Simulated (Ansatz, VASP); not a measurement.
TePb in VASP and in Ansatz

File INCAR:

```
SYSTEM = TePb
  ALGO = Normal
  EDIFF = 1E-6
  ENCUT = 520
  GGA = PS
  ISIF = 2
  ISMEAR = -1
  LASPH = .True.
  LCHARG = .False.
  LREAL = .False.
  LWAVE = .False.
  NBANDS = 17
  NELM = 100
  PREC = Accurate
  SIGMA = 0.05
```

File KPOINTS:

```
k-points
0
Gamma
  7 7 7
  0 0 0
```

Contents of POSCAR:

```
TePb
1.0
    0.0000000000      3.1650427173      3.1650427173
    3.1650427173      0.0000000000      3.1650427173
    3.1650427173      3.1650427173      0.0000000000
Pb Te
1 1
Direct
    0.0000000000      0.0000000000      0.0000000000
    0.5000000000      0.5000000000      0.5000000000
```

Contents of input.yaml:

```yaml
crystal:
  lattice:
    - [0.0, 3.1650427173, 3.1650427173]
    - [3.1650427173, 0.0, 3.1650427173]
    - [3.1650427173, 3.1650427173, 0.0]
  atoms:
    - { symbol: Pb, position: [0.0, 0.0, 0.0] }
    - { symbol: Te, position: [0.5, 0.5, 0.5] }
kpoints:
  mp_grid: { grid: [7, 7, 7] }
scf:
  occupations: { method: fermi_dirac, width: 0.05 }
hamiltonian:
  xc: pbesol
  pseudopotentials: { kind: all_electron, lapw: { basis_error: 0.001 } }
output:
  forces: true
  stress: true
  eigenvalues: true
```

Change from the starting cell: volume scaled by 0.94.

Alike in both runs: task single point; functional PBEsol; k mesh 7 × 7 × 7; occupations fermi-dirac, width 0.05 eV; no spin polarisation.

|  | VASP | Ansatz |
| --- | --- | --- |
| version | VASP 6.6.1 | Ansatz 0.2.0 |
| potentials or method | VASP PAW PBE potentials, release 64 (Pb_d, Te), cutoff 520 eV | all-electron LAPW, scalar-relativistic |

VASP gave:

```
pressure (GPa) : 2.6
```

Which values does Ansatz return?

Pressure (GPa): 2.7.

VASP's potentials were made for PBE, not for PBEsol. Ansatz ran all-electron here, and VASP with PAW potentials.

Spin-orbit coupling is off throughout.
